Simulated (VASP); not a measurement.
Runs of VASP 6.6.1 on SnSe. The structure is that of space group Fm-3m (No. 225), or close to it. The cells are those of the table. 

| task | level | cell | cutoff (eV) | gap on the mesh (eV) | pressure (GPa) | relaxed volume (Å³/atom) |
| --- | --- | --- | --- | --- | --- | --- |
| relaxation of cell and atoms | r2SCAN | relaxed from a = 4.257 Å, angles 60.0°, 2 atoms | 600 | (b) | 0.1 | (a) |
| single point | r2SCAN | a = 4.245 Å, angles 60.0°, 2 atoms | 520 | 0.49 | 0.0 | - |
| single point | PBEsol | a = 4.195 Å, angles 60.0°, 2 atoms | 520 | 0.84 | 0.0 | - |
| single point | r2SCAN+D4 | a = 4.226 Å, angles 60.0°, 2 atoms | 520 | 0.55 | 0.0 | - |
| relaxation of cell and atoms | PBEsol | relaxed from a = 4.257 Å, angles 60.0°, 2 atoms | 600 | 0.84 | 0.0 | 26.13 |

Alike in all rows: potentials or basis VASP PAW PBE potentials, release 64 (Sn_d, Se); no spin polarisation; k mesh 6 × 6 × 6; smearing gaussian 0.01 eV.

Question: Fill in the values left out.

Answer: (a) 26.99; (b) 0.50.

Caveats: the PAW data sets were made with another functional, which shifts forces and pressure a little; spin-orbit coupling is left out, which moves the levels of the heavy elements.

A k mesh can miss the band edges, and the runs leave out spin-orbit coupling on Se, Sn.
